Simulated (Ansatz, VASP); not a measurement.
Rh: VASP beside Ansatz

```
Rh
1.0
     2.80795    0.00000    0.00000
    -1.40397    2.43175    0.00000
     0.00000    0.00000    4.18904
Rh
2
Cartesian
  1.4040 0.8106 3.1418
  0.0000 1.6212 1.0473
```

Alike in both runs: task single point; functional PBEsol; k mesh 24 × 24 × 12; occupations gaussian, width 0.15 eV; no spin polarisation.

```csv
,VASP,Ansatz
version,VASP 6.6.1,Ansatz 0.2.0
potentials or method,"VASP PAW PBE potentials, release 64 (Rh_pv), cutoff 520 eV","scalar-relativistic, plane waves, PAW"
valence electrons in the cell,30,34
```

Ansatz gave:

```
gap on the k mesh at the Fermi level (eV)                     : none
pressure (GPa)                                                : -11.6
traceless stress, the component that is largest in VASP (GPa) : 10.82
```

**Question.** What did VASP give for the same quantities?

**Answer.** gap on the k mesh at the Fermi level (eV): none; pressure (GPa): -11.7; traceless stress, the component that is largest in VASP (GPa): 10.83.

VASP's potentials were made for PBE, not for PBEsol. A gap of «none» marks a metal or a gap that the smearing closes. With one functional, cell and mesh, what is left measures potentials, basis and numerics. VASP's potentials hold 30 valence electrons a cell and Ansatz's 34, so a difference there can come from the potentials and not from the codes.
